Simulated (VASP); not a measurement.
Set up this calculation in VASP 6.6.1, as the native input.

| Property | Result |
| --- | --- |
| Task | single point |
| Functional | PBE |
| Potentials or basis | VASP PAW PBE potentials, release 64 (K_sv, F) |
| Cutoff | 520 eV |
| k mesh | 8 × 8 × 8 |
| Occupations | gaussian, width 0.05 eV |
| Spin | no spin polarisation |
| Dipole correction | no |
| Further INCAR settings | ALGO = Normal; EDIFF = 1e-06; NBANDS = 15 |

The structure of KF lies in POSCAR:

```
KF
1.0
    0.1252534750      2.6735000000      2.6735000000
    2.7987534750      0.0000000000      2.7987534750
    2.6735000000      2.6735000000      0.1252534750
K F
1 1
Direct
    0.0000000000      0.0000000000      0.0000000000
    0.5000000000      0.5000000000      0.5000000000
```

This cell differs from its parent crystal: strain +0.0937 x Voigt [0, 0, 0, 0, 1, 0].

These files were run (other wordings do the same):

INCAR

```
  PREC = Accurate
  ENCUT = 520
  EDIFF = 1E-6
  ISMEAR = 0
  SIGMA = 0.05
  LREAL = False
  LASPH = True
  NELM = 80
  ALGO = Normal
  ISIF = 2
  LWAVE = False
  LCHARG = False
  GGA = PE
  NBANDS = 15
```

KPOINTS

```
Automatic mesh
0
Gamma
  8 8 8
```

Potentials or basis: VASP PAW PBE potentials, release 64 (K_sv, F).

Run with:

```bash
$ cat potpaw_PBE.64/K_sv/POTCAR potpaw_PBE.64/F/POTCAR > POTCAR
$ mpirun -np 1 vasp_std > vasp.out
```

Results of the run:

The pressure is 1.3 GPa and the band gap on the k mesh is 6.08 eV.

Caveat: the cell differs from its parent crystal (strain +0.0937 x Voigt [0, 0, 0, 0, 1, 0]).

It took 22 s on 1 thread of Intel(R) Xeon(R) 6975P-C (Granite Rapids), on a shared host, peak memory 0.19 GiB.
